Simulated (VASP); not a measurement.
# BN (P6_3/mmc) in VASP: a series of runs

The runs below take BN through single point, with LDA.

All numbers are computed with VASP 6.6.1; they aren't measurements. Logs are shortened: lines on timing, memory, paths and dates and some standing lists are left out, and cuts for length are marked.

## 1. The cell of the first run

It takes space group P6_3/mmc (No. 194, hexagonal). Conventional cell: a = 2.690 Å, b = 2.690 Å, c = 6.224 Å, α = 90.00°, β = 90.00°, γ = 120.00°. Within 2.1 Å of B (site symmetry -6m2) lie 3 N at 1.55 Å. N (site symmetry -6m2) has 3 B at 1.55 Å within 2.1 Å.

## 2. Single point, LDA (volume 9.752 Å^3 an atom, c/a of the conventional cell 2.3138)

INCAR

```
SYSTEM = BN
PREC = Accurate
ENCUT = 520
EDIFF = 1E-7
ISMEAR = 0
SIGMA = 0.05
LREAL = .False.
LASPH = .True.
NELM = 100
ALGO = Normal
ISIF = 2
LWAVE = .False.
LCHARG = .False.
GGA = CA
NBANDS = 16
```

KPOINTS

```
regular mesh
0
Gamma
  12 12 4
  0 0 0
```

POSCAR

```
BN
1.0
    2.6900834039      0.0000000000      0.0000000000
   -1.3450417020      2.3296805661      0.0000000000
    0.0000000000      0.0000000000      6.2243149800
B N
2 2
Direct
    0.3333333333      0.6666666667      0.2500000000
    0.6666666667      0.3333333333      0.7500000000
    0.3333333333      0.6666666667      0.7500000000
    0.6666666667      0.3333333333      0.2500000000
```

Potentials or basis: VASP PAW LDA potentials, release 64 (B, N).

Command:

```sh
$ cat potpaw_LDA.64/B/POTCAR potpaw_LDA.64/N/POTCAR > POTCAR
$ mpirun -np 1 vasp_std > vasp.out
```

OUTCAR:

```text
SYSTEM = BN
   PREC = Accurate
   ENCUT = 520
   EDIFF = 1E-7
   ISMEAR = 0
   LREAL = .False.
   LASPH = .True.
   NELM = 100
   ISIF = 2
   GGA = CA

 ion  position               nearest neighbor table
   1  0.333  0.667  0.250-   4 1.55   4 1.55   4 1.55
   2  0.667  0.333  0.750-   3 1.55   3 1.55   3 1.55
   3  0.333  0.667  0.750-   2 1.55   2 1.55   2 1.55
   4  0.667  0.333  0.250-   1 1.55   1 1.55   1 1.55

  LATTYP: Found a hexagonal cell.
 ALAT       =     2.6900834039
 C/A-ratio  =     2.3138000000

  Lattice vectors:

 A1 = (   2.6900834039,   0.0000000000,   0.0000000000)
 A2 = (  -1.3450417020,   2.3296805661,   0.0000000000)
 A3 = (   0.0000000000,   0.0000000000,   6.2243149800)

Analysis of symmetry for initial positions (statically):
=====================================================================
 Subroutine PRICEL returns:
 Original cell was already a primitive cell.

 Routine SETGRP: Setting up the symmetry group for a
 hexagonal supercell.

 Subroutine GETGRP returns: Found 24 space group operations
 (whereof 12 operations were pure point group operations)
 out of a pool of 24 trial point group operations.

The static configuration has the point symmetry D_3d.
 The point group associated with its full space group is D_6h.

Analysis of symmetry for dynamics (positions and initial velocities):
=====================================================================
 Subroutine PRICEL returns:
 Original cell was already a primitive cell.

 Routine SETGRP: Setting up the symmetry group for a
 hexagonal supercell.

 Subroutine GETGRP returns: Found 24 space group operations
 (whereof 12 operations were pure point group operations)
 out of a pool of 24 trial point group operations.

The dynamic configuration has the point symmetry D_3d.
 The point group associated with its full space group is D_6h.

 Subroutine INISYM returns: Found 24 space group operations
 (whereof 12 operations are pure point group operations),
 and found     1 'primitive' translations

----------------------------------------------------------------------------------------

                                     Primitive cell

  volume of cell :      39.0080

  direct lattice vectors                    reciprocal lattice vectors
     2.690083404  0.000000000  0.000000000     0.371735686  0.214621698  0.000000000
    -1.345041702  2.329680566  0.000000000     0.000000000  0.429243397  0.000000000
     0.000000000  0.000000000  6.224314980     0.000000000  0.000000000  0.160660250
[... 92 lines left out ...]
   IBRION =     -1    ionic relax: 0-MD 1-quasi-New 2-CG
   NFREE  =      0    steps in history (QN), initial steepest desc. (CG)
   ISIF   =      2    stress and relaxation
   ISYM   =      2    0-nonsym 1-usesym 2-fastsym
   POTIM  = 0.5000    time-step for ionic-motion
   TEBEG  =    0.0;   TEEND  =   0.0 temperature during run
   PSTRESS=    0.0 pullay stress
   NELECT =      16.0000    total number of electrons
   NUPDOWN=      -1.0000    fix difference up-down
   EMIN   =  10.00;   EMAX   =-10.00  energy-range for DOS
   EFERMI =   0.00;   METHOD = LEGACY
   ISMEAR =     0;   SIGMA  =   0.05  broadening in eV -4-tet -1-fermi 0-gaus
   EFERMI_NEDOS =   21; number of points for ismear=-14 and -15
   IALGO  =     38    algorithm
   IMIX   =      4    mixing-type and parameters
     AMIX     =   0.40;   BMIX     =  1.00
     AMIX_MAG =   1.60;   BMIX_MAG =  1.00
  volume/ion in A,a.u.               =       9.75        65.81
  Fermi-wavevector in a.u.,A,eV,Ry     =   1.216364  2.298595 20.130386  1.479542
  Thomas-Fermi vector in A             =   2.351720
   LORBIT       =      0    0 simple, 1 ext, 2 COOP (PROOUT), +10 PAW based schemes
   GGA     = CA    functional components
   LHFCALC =     F    Hartree Fock is set to
   AEXX    =    0.0000 exact exchange contribution
   IVDW    =     0    specifies the selected vdW correction
   LEPSILON=     F    determine dielectric tensor
   LRPA    =     F    only Hartree local field effects (RPA)
 non-spin polarized calculation
 Gauss-broadening in eV      SIGMA  =   0.05
  energy-cutoff  :      520.00
  volume of cell :       39.01
 maximum number of plane-waves:      1071
 NGX is ok and might be reduce to    20
   NGX =  9   NGY =  9   NGZ = 23

 number of electron      15.9999999 magnetization

 Free energy of the ion-electron system (eV)
  ---------------------------------------------------
  ext. energy  EPLUGINS =         0.00000000
  ---------------------------------------------------
  free energy    TOTEN  =       -37.29049518 eV

  energy without entropy =      -37.29049518  energy(sigma->0) =      -37.29049518

 E-fermi :   2.1164     XC(G=0): -10.4464

 val. band max:        1.8675159159   @ k =   0.3333   0.2500   0.0000
 cond. band min:       5.4859285344   @ k =   0.5000   0.0000   0.0000
 fundamental gap:      3.6184126185
 Fermi energy:         2.1164294976

 k-point     1 :       0.0000    0.0000    0.0000
  band No.  band energies     occupation
      1     -14.7032      2.00000
      2     -14.1730      2.00000
      3      -3.8927      2.00000
      4      -0.7806      2.00000
      5       0.2340      2.00000
      6       0.2340      2.00000
[... 433 lines left out ...]
      3      -4.6531      2.00000
      4      -4.5193      2.00000
      5      -1.5991      2.00000
      6      -1.4914      2.00000
[... 8 lines left out ...]
     15      16.7012      0.00000
     16      17.0520      0.00000

 [... further k-points ...]

------------------------ aborting loop because EDIFF is reached ----------------------------------------

  FORCE on cell =-STRESS in cart. coord.  units (eV):
  Direction    XX          YY          ZZ          XY          YZ          ZX
  --------------------------------------------------------------------------------------
  -------------------------------------------------------------------------------------
  Total      -15.7087169    -15.7087169      0.0558702      0.0000000     -0.0000000      0.0000000
  in kB     -645.2048338   -645.2048338      2.2947609      0.0000000     -0.0000000      0.0000000
  external PRESSURE =    -429.3716356 kB  Pullay stress =       0.0000000 kB

 VOLUME and BASIS-vectors are now :
 -----------------------------------------------------------------------------
  energy-cutoff  :      520.00
  volume of cell :       39.01
      direct lattice vectors                 reciprocal lattice vectors
     2.690083404  0.000000000  0.000000000     0.371735686  0.214621698  0.000000000
    -1.345041702  2.329680566  0.000000000     0.000000000  0.429243397  0.000000000
     0.000000000  0.000000000  6.224314980     0.000000000  0.000000000  0.160660250

 POSITION                                       TOTAL-FORCE (eV/Angst)
 -----------------------------------------------------------------------------------
     -0.00000      1.55312      1.55608        -0.000000      0.000000      0.000000
      1.34504      0.77656      4.66824        -0.000000     -0.000000      0.000000
     -0.00000      1.55312      4.66824         0.000000      0.000000      0.000000
      1.34504      0.77656      1.55608         0.000000      0.000000      0.000000
 -----------------------------------------------------------------------------------
    total drift:                               -0.000000      0.000000      0.000000

  FREE ENERGIE OF THE ION-ELECTRON SYSTEM (eV)
  ---------------------------------------------------
  free  energy   TOTEN  =       -37.2904951811 eV

  energy  without entropy=      -37.2904951811  energy(sigma->0) =      -37.29049518
```

OSZICAR:

```text
N       E                     dE             d eps       ncg     rms          rms(c)
DAV:   1     0.404517618027E+02    0.40452E+02   -0.76658E+03  1832   0.909E+02
DAV:   2    -0.367672331197E+02   -0.77219E+02   -0.70051E+02  2608   0.195E+02
DAV:   3    -0.399123468551E+02   -0.31451E+01   -0.31334E+01  2336   0.384E+01
DAV:   4    -0.399294057781E+02   -0.17059E-01   -0.17055E-01  2296   0.327E+00
DAV:   5    -0.399295548620E+02   -0.14908E-03   -0.14908E-03  2272   0.286E-01    0.941E+00
DAV:   6    -0.375144208516E+02    0.24151E+01   -0.47340E+00  2232   0.165E+01    0.395E+00
DAV:   7    -0.373715920613E+02    0.14283E+00   -0.27171E-01  2416   0.374E+00    0.261E+00
DAV:   8    -0.372975147728E+02    0.74077E-01   -0.20555E-01  2352   0.290E+00    0.561E-01
DAV:   9    -0.372904877573E+02    0.70270E-02   -0.14276E-02  2224   0.926E-01    0.133E-01
DAV:  10    -0.372904889116E+02   -0.11543E-05   -0.83973E-04  2352   0.199E-01    0.255E-02
DAV:  11    -0.372904964612E+02   -0.75496E-05   -0.31411E-05  2432   0.380E-02    0.836E-03
DAV:  12    -0.372904951781E+02    0.12831E-05   -0.45926E-06  2200   0.139E-02    0.941E-04
DAV:  13    -0.372904951811E+02   -0.30013E-08   -0.48497E-08  1720   0.160E-03
   1 F= -.37290495E+02 E0= -.37290495E+02  d E =-.101383E-13
```

Wall time 19 s (1 thread of AMD EPYC 9R45 (Zen 5), shared host); peak memory 0.12 GiB.

What came out:

- Free energy: -37.2905 eV
- Pressure: -42.9 GPa
- Band gap on the k mesh: 3.62 eV, indirect (least direct gap 3.80 eV)

 A k mesh can miss the band edges.

## 3. Single point, LDA (volume 9.752 Å^3 an atom, c/a of the conventional cell 2.9448)

INCAR

```
PREC     = Accurate       # precision mode
ENCUT    = 520            # plane-wave cutoff, eV
EDIFF    = 1E-6           # SCF threshold, eV
ISMEAR   = 0              # smearing method
SIGMA    = 0.05           # smearing width, eV
LREAL    = False          # projectors in reciprocal space
LASPH    = True           # aspherical terms in the spheres
NELM     = 80             # most SCF steps
ALGO     = Normal         # electronic algorithm
ISIF     = 2              # what is computed and relaxed
LWAVE    = False          # write WAVECAR
LCHARG   = False          # write CHGCAR
NBANDS   = 16             # bands
```

KPOINTS

```
Automatic mesh
0
Gamma
  12 12 4
```

POSCAR

```
BN
1.0
    2.4823084706      0.0000000000      0.0000000000
   -1.2411542353      2.1497421956      0.0000000000
    0.0000000000      0.0000000000      7.3099019843
B N
2 2
Direct
    0.3333333333      0.6666666667      0.2500000000
    0.6666666667      0.3333333333      0.7500000000
    0.3333333333      0.6666666667      0.7500000000
    0.6666666667      0.3333333333      0.2500000000
```

Potentials or basis: VASP PAW LDA potentials, release 64 (B, N).

Command:

```sh
$ cat potpaw_LDA.64/B/POTCAR potpaw_LDA.64/N/POTCAR > POTCAR
$ mpirun -np 1 vasp_std > vasp.out
```

Wall time 18 s (1 thread of AMD EPYC 9R45 (Zen 5), shared host); peak memory 0.11 GiB.

Results (log left out):

```yaml
Free_energy: -38.5505 eV
Pressure: 1.6 GPa
Band_gap_on_the_k_mesh: 4.27 eV, indirect (least direct gap 4.59 eV)
```

Stress tensor (GPa, compression positive):
```
 3.24  0.00  0.00
 0.00  3.24  0.00
 0.00  0.00 -1.61
```

Levels at points of the mesh, in eV from the valence-band top:
```tsv
k point	band 6	band 7	band 8	band 9	band 10	band 11
(0.00, 0.00, 0.00)	-1.32	-1.31	-1.31	4.38	8.85	11.67
(0.50, 0.00, 0.00)	-4.17	-1.26	-0.66	4.27	5.22	9.63
(0.00, 0.00, 0.50)	-1.31	-1.31	-1.31	6.29	6.29	11.70
(0.50, 0.00, 0.50)	-4.19	-0.96	-0.96	4.64	4.64	10.09
```

## 4. Single point, LDA (volume 9.752 Å^3 an atom, c/a of the conventional cell 2.4281)

INCAR

```
  PREC = Accurate
  ENCUT = 520
  EDIFF = 1E-6
  ISMEAR = 0
  SIGMA = 0.05
  LREAL = False
  LASPH = True
  NELM = 100
  ALGO = Normal
  ISIF = 2
  LWAVE = False
  LCHARG = False
  NBANDS = 16
```

KPOINTS is that of step 3.

POSCAR

```
BN
1.0
    2.6471923215      0.0000000000      0.0000000000
   -1.3235961607      2.2925357991      0.0000000000
    0.0000000000      0.0000000000      6.4276476758
B N
2 2
Direct
    0.3333333333      0.6666666667      0.2500000000
    0.6666666667      0.3333333333      0.7500000000
    0.3333333333      0.6666666667      0.7500000000
    0.6666666667      0.3333333333      0.2500000000
```

Command:

```sh
$ cat potpaw_LDA.64/B/POTCAR potpaw_LDA.64/N/POTCAR > POTCAR
$ mpirun -np 1 vasp_std > vasp.out
```

Run time: 18 s. Hardware: 1 thread of AMD EPYC 9R45 (Zen 5), shared host; peak memory 0.11 GiB.

It converged, with:

| Quantity | Value |
| --- | --- |
| Free energy | -37.7520 eV |
| Pressure | -35.7 GPa |
| Band gap on the k mesh | 3.72 eV, indirect (least direct gap 3.98 eV) |

Stress tensor (GPa, compression positive):
```
-53.37   0.00   0.00
  0.00 -53.37   0.00
  0.00   0.00  -0.37
```

Levels at points of the mesh, in eV from the valence-band top:
```
           k point  band 6  band 7  band 8  band 9  band 10  band 11
(0.00, 0.00, 0.00)   -1.57   -1.50   -1.50    4.96     9.55     9.61
(0.50, 0.00, 0.00)   -3.87   -1.56   -0.26    3.72     5.25     7.96
(0.00, 0.00, 0.50)   -1.54   -1.54   -1.54    7.22     7.22    10.09
(0.50, 0.00, 0.50)   -3.93   -0.86   -0.86    4.16     4.16     8.19
```

## 5. Single point, LDA (volume 9.752 Å^3 an atom, c/a of the conventional cell 2.5481)

INCAR

```
  PREC = Accurate
  ENCUT = 520
  EDIFF = 1E-6
  ISMEAR = 0
  SIGMA = 0.05
  LREAL = F
  LASPH = T
  NELM = 80
  ALGO = Normal
  ISIF = 2
  LWAVE = F
  LCHARG = F
  NBANDS = 16
```

KPOINTS

```
regular mesh
0
Gamma
  12 12 4
```

POSCAR

```
BN
1.0
    2.6049668129      0.0000000000      0.0000000000
   -1.3024834065      2.2559674360      0.0000000000
    0.0000000000      0.0000000000      6.6377159361
B N
2 2
Direct
    0.3333333333      0.6666666667      0.2500000000
    0.6666666667      0.3333333333      0.7500000000
    0.3333333333      0.6666666667      0.7500000000
    0.6666666667      0.3333333333      0.2500000000
```

Command:

```sh
$ cat potpaw_LDA.64/B/POTCAR potpaw_LDA.64/N/POTCAR > POTCAR
$ mpirun -np 1 vasp_std > vasp.out
```

Wall time 19 s (1 thread of AMD EPYC 9R45 (Zen 5), shared host); peak memory 0.12 GiB.

The run converged. Its results:

```yaml
Free_energy: -38.1173 eV
Pressure: -27.6 GPa
Band_gap_on_the_k_mesh: 3.86 eV, indirect (least direct gap 4.20 eV)
```

Stress tensor (GPa, compression positive):
```
-41.00   0.00   0.00
  0.00 -41.00   0.00
  0.00   0.00  -0.89
```

Levels at points of the mesh, in eV from the valence-band top:
| k point | band 4 | band 5 | band 6 | band 7 | band 8 | band 9 | band 10 | band 11 | band 12 | band 13 |
| --- | --- | --- | --- | --- | --- | --- | --- | --- | --- | --- |
| (0.00, 0.00, 0.00) | -3.51 | -1.49 | -1.49 | -1.45 | -1.45 | 4.87 | 9.55 | 10.35 | 10.43 | 10.43 |
| (0.50, 0.00, 0.00) | -8.36 | -4.01 | -3.93 | -1.43 | -0.34 | 3.86 | 5.24 | 8.39 | 8.66 | 11.82 |
| (0.00, 0.00, 0.50) | -4.80 | -1.47 | -1.47 | -1.47 | -1.47 | 7.12 | 7.12 | 10.50 | 10.50 | 10.50 |
| (0.50, 0.00, 0.50) | -8.41 | -3.97 | -3.97 | -0.86 | -0.86 | 4.30 | 4.30 | 8.68 | 8.68 | 12.57 |

 A k mesh can miss the band edges.

## 6. Summary

```tsv
cell	gap on the mesh (eV)	pressure (GPa)
a = 2.690, b = 2.690, c = 6.224 Å, angles 90.0, 90.0, 120.0°, 4 atoms	3.62	-42.9
a = 2.482, b = 2.482, c = 7.310 Å, angles 90.0, 90.0, 120.0°, 4 atoms	4.27	1.6
a = 2.647, b = 2.647, c = 6.428 Å, angles 90.0, 90.0, 120.0°, 4 atoms	3.72	-35.7
a = 2.605, b = 2.605, c = 6.638 Å, angles 90.0, 90.0, 120.0°, 4 atoms	3.86	-27.6
```

Alike in all rows: task single point; level LDA; potentials or basis VASP PAW LDA potentials, release 64 (B, N); no spin polarisation; k mesh 12 × 12 × 4; cutoff (eV) 520; smearing gaussian 0.05 eV.

Total energies depend on the potentials used, so only differences within one code and one set of settings carry meaning.
